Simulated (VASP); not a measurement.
A run of VASP 6.6.1 is set up as follows.

File INCAR:

```
SYSTEM = NaAl
PREC     = Accurate       ! precision mode
ENCUT    = 600            ! plane-wave cutoff, eV
EDIFF    = 1E-6           ! SCF threshold, eV
ISMEAR   = 0              ! smearing method
SIGMA    = 0.1            ! smearing width, eV
LREAL    = .False.        ! projectors in reciprocal space
LASPH    = .True.         ! aspherical terms in the spheres
NELM     = 100            ! most SCF steps
ALGO     = Normal         ! electronic algorithm
ISIF     = 3              ! what is computed and relaxed
LWAVE    = .False.        ! write WAVECAR
LCHARG   = .False.        ! write CHGCAR
GGA      = PE             ! functional
IBRION   = 2              ! ionic algorithm
NSW      = 90             ! ionic steps
EDIFFG   = -0.04          ! ionic threshold
```

KPOINTS

```
regular mesh
0
Gamma
  6 6 6
  0 0 0
```

File POSCAR:

```
NaAl
1.0
    3.3234359248      0.0000000000      0.0000000000
    0.0000000000      3.3234359248      0.0000000000
    0.0000000000      0.0000000000      3.3234359248
Na Al
1 1
Direct
    0.0000000000      0.0000000000      0.0000000000
    0.5000000000      0.5000000000      0.5000000000
```

Potentials or basis: VASP PAW PBE potentials, release 64 (Na_pv, Al).

The run is started by

```sh
$ cat potpaw_PBE.64/Na_pv/POTCAR potpaw_PBE.64/Al/POTCAR > POTCAR
$ mpirun -np 1 vasp_std > vasp.out
```

Problem. Estimate the band gap on the k mesh.

Solution. Zero (band 5 reaches 6.46 eV, above the bottom of band 6 at 1.79 eV).

Problem. What does it give for the relaxed cell?

Solution. a = 3.607 Å, b = 3.607 Å, c = 3.607 Å, α = 90.00°, β = 90.00°, γ = 90.00°.

Problem. Estimate the space group after relaxing (to 0.05 Å).

Solution. Pm-3m (No. 221).

The path:
```csv
step,energy change (eV),largest force (eV/Å),pressure (GPa),volume (Å³)
1,0.0000,0.0000,10.37,36.71
2,-0.2486,0.0000,2.55,43.39
3,-0.2730,0.0000,0.38,46.34
4,-0.2737,0.0000,0.02,46.92
```

Caveat: the volume moved by over 15 % at a fixed basis, so the end points are rough.
